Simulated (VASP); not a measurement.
**TePb: relaxation of cell and atoms with r2SCAN**

Crystal: TePb.

```
Pb Te
1.0
     0.00000    3.22000    3.22000
     3.22000    0.00000    3.22000
     3.22000    3.22000    0.00000
Pb Te
1 1
Direct
  0.00000 0.00000 0.00000
  0.50000 0.50000 0.50000
```

```
Program                : VASP 6.6.1
Task                   : relaxation of cell and atoms
Functional             : r2SCAN
Potentials or basis    : VASP PAW PBE potentials, release 64 (Pb_d, Te)
Cutoff                 : 550 eV
k mesh                 : 12 × 12 × 12
Occupations            : gaussian, width 0.01 eV
Spin                   : no spin polarisation
Dipole correction      : no
Further INCAR settings : ALGO = Normal; EDIFF = 1e-07; IBRION = 2; EDIFFG = -0.002; NSW = 80; ISIF = 3
```

```
Relaxed volume                        : 34.87 Å³/atom
Relaxed cell                          : a = 4.620 Å, b = 4.620 Å, c = 4.620 Å, α = 60.00°, β = 60.00°, γ = 60.00°
Space group after relaxing (to 0.1 Å) : Fm-3m (No. 225)
Energy gained by relaxing             : 9.0 meV/atom
Ionic steps                           : 3
Pressure after relaxing               : 0.0 GPa
Band gap on the k mesh                : 1.09 eV
```

Step by step:
```tsv
step	energy change (eV)	largest force (eV/Å)	pressure (GPa)	volume (Å³)
1	0.0000	0.0000	2.02	66.77
2	-0.0153	0.0000	-0.69	70.93
3	-0.0180	0.0000	0.01	69.73
```

Final structure:
```
CELL_PARAMETERS angstrom
0.00000 3.26686 3.26686
3.26686 0.00000 3.26686
3.26686 3.26686 0.00000
ATOMIC_POSITIONS crystal
Pb 0.00000 0.00000 0.00000
Te 0.50000 0.50000 0.50000
```

Levels at points of the mesh, in eV from the valence-band top:
```tsv
k point	band 8	band 9	band 10	band 11	band 12	band 13
(0.00, 0.00, 0.00)	-1.36	-1.36	-1.36	4.32	4.32	4.32
(0.50, 0.00, 0.00)	-0.90	-0.90	0.00	1.09	1.51	1.51
(0.50, 0.50, 0.00)	-4.42	-2.77	-2.77	3.73	5.71	5.71
```

Run time: 36 min on 1 thread of Oxide Virtual Turin-like Processor, on a shared host, peak memory 0.26 GiB.

Caveat: the PAW data sets were made with another functional, which shifts forces and pressure a little; spin-orbit coupling is left out, which moves the levels of the heavy elements. A k mesh can miss the band edges.
